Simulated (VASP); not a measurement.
Al, 4 atoms in the cell. The structure is monoclinic, space group Cm (No. 8). Conventional cell: a = 4.875 Å, b = 2.814 Å, c = 9.241 Å, α = 90.00°, β = 90.00°, γ = 90.00°. Al (site symmetry m) has 1 Al at 1.86 Å within 2.5 Å. Within 2.5 Å of Al (site symmetry m) lie 1 Al at 1.86 Å. Within 3.7 Å of Al (site symmetry m) lie 12 Al at 2.81 to 3.65 Å. Al (site symmetry m) has 12 Al at 2.81 to 2.82 Å within 3.7 Å.  This cell differs from its parent crystal: atom 2 (Al) moved by -0.700 Å along [1 2 0] and -0.700 Å along [0 0 1].

- Program: VASP 6.6.1
- Task: single point
- Functional: PBE
- Dispersion: D3(BJ)
- Potentials or basis: VASP PAW PBE potentials, release 64 (Al)
- Cutoff: 520 eV
- k mesh: 18 × 18 × 4
- Occupations: gaussian, width 0.15 eV
- Spin: no spin polarisation
- Dipole correction: no
- Further INCAR settings: ALGO = Fast; EDIFF = 1e-07; NBANDS = 14

Potentials or basis: VASP PAW PBE potentials, release 64 (Al).

Launch:

```sh
$ cat potpaw_PBE.64/Al/POTCAR > POTCAR
$ mpirun -np 1 vasp_std > vasp.out
```

Hardware: 1 thread of Intel(R) Xeon(R) Platinum 8124M CPU @ 3.00GHz (Skylake/Cascade Lake), on a shared host.

Task: How long does it take, and how much memory?

Result: Wall time 4 min on 1 thread of Intel(R) Xeon(R) Platinum 8124M CPU @ 3.00GHz (Skylake/Cascade Lake) (shared host), peak memory 0.34 GiB. Counts: scf iterations 17, k points 353.
